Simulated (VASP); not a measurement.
Write the native input for VASP 6.6.1 that does the following.

| Item | Value |
| --- | --- |
| Task | single point |
| Functional | LDA |
| Potentials or basis | VASP PAW LDA potentials, release 64 (H) |
| Cutoff | 520 eV |
| k mesh | 6 × 6 × 6 |
| Occupations | gaussian, width 0.05 eV |
| Spin | no spin polarisation |
| Dipole correction | no |
| Further INCAR settings | ALGO = Normal; EDIFF = 1e-06; NBANDS = 10 |

The structure of H lies in POSCAR:

```
H
1.0
    2.6365987868     -2.5797393409      0.0000000000
    2.6365987868      2.5797393409      0.0000000000
    0.0000000000      0.0000000000      4.1418180000
H
4
Direct
    0.9532956300      0.0467043700      0.0685088900
    0.4532956300      0.5467043700      0.4314911100
    0.5467043700      0.4532956300      0.5685088900
    0.0467043700      0.9532956300      0.9314911100
```

This cell differs from its parent crystal: strain +0.0050 x Voigt [1, 1, 0, 0, 0, 0].

The input as run:

INCAR

```
PREC = Accurate
ENCUT = 520
EDIFF = 1E-6
ISMEAR = 0
SIGMA = 0.05
LREAL = F
LASPH = T
NELM = 80
ALGO = Normal
ISIF = 2
LWAVE = F
LCHARG = F
GGA = CA
NBANDS = 10
```

KPOINTS

```
Automatic mesh
0
Gamma
  6 6 6
```

Potentials or basis: VASP PAW LDA potentials, release 64 (H).

The run is started by

```console
$ cat potpaw_LDA.64/H/POTCAR > POTCAR
$ mpirun -np 1 vasp_std > vasp.out
```

It gave:

```yaml
Pressure: 0.5 GPa
Largest_force: 0.865 eV/Å
Band_gap_on_the_k_mesh: 8.69 eV (least direct gap 9.34 eV)
```

Caveat: the cell differs from its parent crystal (strain +0.0050 x Voigt [1, 1, 0, 0, 0, 0]).

Run time: 22 s on 1 thread of Intel Xeon 8259CL, on a shared host, peak memory 0.14 GiB.
